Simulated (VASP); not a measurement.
Here is a VASP 6.6.1 calculation.

File POSCAR:

```
InP
1.0
    0.0000000000      2.9277345314      2.9277345314
    2.9277345314      0.0000000000      2.9277345314
    2.9277345314      2.9277345314      0.0000000000
In P
1 1
Direct
    0.0000000000      0.0000000000      0.0000000000
    0.7500000000      0.7500000000      0.7500000000
```

File INCAR.step1:

```
ALGO = Normal ; EDIFF = 1E-5
ENCUT = 520 ; GGA = PE
ISIF = 2 ; ISMEAR = -1
LASPH = True ; LREAL = False
LWAVE = True ; NBANDS = 16
NELM = 100 ; PREC = Accurate
SIGMA = 0.05
```

The input INCAR.step2:

```
AEXX = 0.25 ; ALGO = Normal
EDIFF = 1E-6 ; ENCUT = 520
GGA = PS ; HFSCREEN = 0.207
ISIF = 2 ; ISMEAR = -1
ISTART = 1 ; LASPH = True
LCHARG = True ; LELF = True
LHFCALC = True ; LREAL = False
LVHAR = True ; LWAVE = False
NBANDS = 16 ; NELM = 100
PREC = Accurate ; PRECFOCK = Normal
SIGMA = 0.05
```

File KPOINTS:

```
k-points
0
Gamma
  4 4 4
```

Potentials or basis: VASP PAW PBE potentials, release 64 (In_d, P).

The run is started by

```console
$ cat potpaw_PBE.64/In_d/POTCAR potpaw_PBE.64/P/POTCAR > POTCAR
$ cp INCAR.step1 INCAR
$ mpirun -np 1 vasp_std > vasp.out
$ cp INCAR.step2 INCAR
$ mpirun -np 1 vasp_std > vasp.out
```

Q: Predict the band gap on the k mesh.

A: 1.44 eV, direct.

Q: Predict the pressure.

A: -0.2 GPa.

Caveat: the k points lie up to 0.46 Å⁻¹ apart; the PAW data sets were made with another functional, which shifts forces and pressure a little; spin-orbit coupling is left out, which moves the levels of the heavy elements.
